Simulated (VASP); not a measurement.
**YNb: relaxation of cell and atoms with PBE**

YNb:

```
Y Nb
1.0
     3.61711    0.00000    0.00000
     0.00000    3.61711    0.00000
     0.00000    0.00000    3.61711
Y Nb
1 1
Direct
  0.00000 0.00000 0.00000
  0.50000 0.50000 0.50000
```

The cell was generated, and may not be a known phase.

```
Program                : VASP 6.6.1
Task                   : relaxation of cell and atoms
Functional             : PBE
Potentials or basis    : VASP PAW PBE potentials, release 64 (Y_sv, Nb_sv)
Cutoff                 : 600 eV
k mesh                 : 16 × 16 × 16
Occupations            : gaussian, width 0.1 eV
Spin                   : no spin polarisation
Dipole correction      : no
Further INCAR settings : ALGO = Fast; EDIFF = 1e-06; IBRION = 2; EDIFFG = -0.01; NSW = 100; ISIF = 3
```

```
Relaxed volume                        : 23.49 Å³/atom
Relaxed cell                          : a = 3.608 Å, b = 3.608 Å, c = 3.608 Å, α = 90.00°, β = 90.00°, γ = 90.00°
Space group after relaxing (to 0.1 Å) : Pm-3m (No. 221)
Energy gained by relaxing             : 0.3 meV/atom
Ionic steps                           : 3
Pressure after relaxing               : 0.0 GPa
Band gap on the k mesh                : zero (bands 12 and 13 overlap by 1.37 eV)
```

Step by step:
| step | energy change (eV) | largest force (eV/Å) | pressure (GPa) | volume (Å³) |
| --- | --- | --- | --- | --- |
| 1 | 0.0000 | 0.0000 | -0.51 | 47.32 |
| 2 | -0.0004 | 0.0000 | 0.27 | 46.81 |
| 3 | -0.0006 | 0.0000 | 0.01 | 46.98 |

Final structure:
```
CELL_PARAMETERS angstrom
3.60825 0.00000 0.00000
0.00000 3.60825 0.00000
0.00000 0.00000 3.60825
ATOMIC_POSITIONS crystal
Y 0.00000 0.00000 0.00000
Nb 0.50000 0.50000 0.50000
```

Levels at points of the mesh, in eV from the Fermi level:
| k point | band 8 | band 9 | band 10 | band 11 | band 12 | band 13 | band 14 | band 15 | band 16 |
| --- | --- | --- | --- | --- | --- | --- | --- | --- | --- |
| (0.00, 0.00, 0.00) | -21.46 | -5.20 | -2.45 | -2.45 | 0.87 | 0.87 | 0.87 | 3.82 | 3.82 |
| (0.50, 0.00, 0.00) | -21.45 | -2.18 | -1.96 | -0.91 | 0.67 | 0.67 | 0.77 | 1.65 | 2.61 |
| (0.50, 0.50, 0.00) | -21.42 | -2.79 | -2.54 | -0.68 | -0.68 | 1.82 | 1.82 | 2.70 | 2.82 |
| (0.50, 0.50, 0.50) | -21.74 | -0.65 | -0.65 | -0.65 | -0.16 | -0.16 | -0.16 | 2.79 | 2.79 |

Run time: 18 min on 1 thread of Intel Xeon 8259CL (shared host), peak memory 0.34 GiB.
